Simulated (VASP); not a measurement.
Set up this calculation in VASP 6.6.1, as the native input.

```yaml
Task: single point
Functional: PBE
Potentials_or_basis: VASP PAW PBE potentials, release 64 (Ba_sv, Ti_sv, O)
Cutoff: 520 eV
k_mesh: 7 × 7 × 7
Occupations: fermi-dirac, width 0.05 eV
Spin: no spin polarisation
Dipole_correction: no
Further_INCAR_settings: ALGO = Normal; EDIFF = 1e-07; NBANDS = 28
```

The structure of BaTiO3 lies in POSCAR:

```
BaTiO3
1.0
    3.9998000000      0.0000000000      0.0000000000
    0.0000000000      3.9998000000      0.0000000000
    0.0000000000      0.0000000000      4.0180000000
Ba Ti O
1 1 3
Direct
    0.9955672000      0.9906407400      0.0035034300
    0.5025366900      0.4919233700      0.4687657700
    0.4792189400      0.5143238900      0.0064065200
    0.5027309200      0.0032990000      0.5093824900
    0.0199462600      0.4998130000      0.5399418000
```

The input as run:

INCAR

```
  PREC = Accurate
  ENCUT = 520
  EDIFF = 1E-7
  ISMEAR = -1
  SIGMA = 0.05
  LREAL = F
  LASPH = T
  NELM = 80
  ALGO = Normal
  ISIF = 2
  LWAVE = F
  LCHARG = T
  GGA = PE
  LELF = T
  LVHAR = T
  NBANDS = 28
```

KPOINTS

```
Automatic mesh
0
Gamma
  7 7 7
```

Potentials or basis: VASP PAW PBE potentials, release 64 (Ba_sv, Ti_sv, O).

Launch:

```bash
$ cat potpaw_PBE.64/Ba_sv/POTCAR potpaw_PBE.64/Ti_sv/POTCAR potpaw_PBE.64/O/POTCAR > POTCAR
$ mpirun -np 1 vasp_std > vasp.out
```

It gave:

```json
{
 "Pressure": "4.9 GPa",
 "Largest force": "1.291 eV/Å",
 "Band gap on the k mesh": "1.95 eV (least direct gap 2.21 eV)"
}
```

Caveat: the cell stands under pressure; spin-orbit coupling is left out, which moves the levels of the heavy elements; an odd mesh through Γ misses points on the zone boundary, where band edges can lie; forces of over 1 eV/Å act on the atoms, so gaps and moduli don't describe the material at rest.

It took 5.2 min on 1 thread of AMD EPYC 7R43 64-Core Processor (Zen 3), with other jobs on the host, peak memory 0.36 GiB.
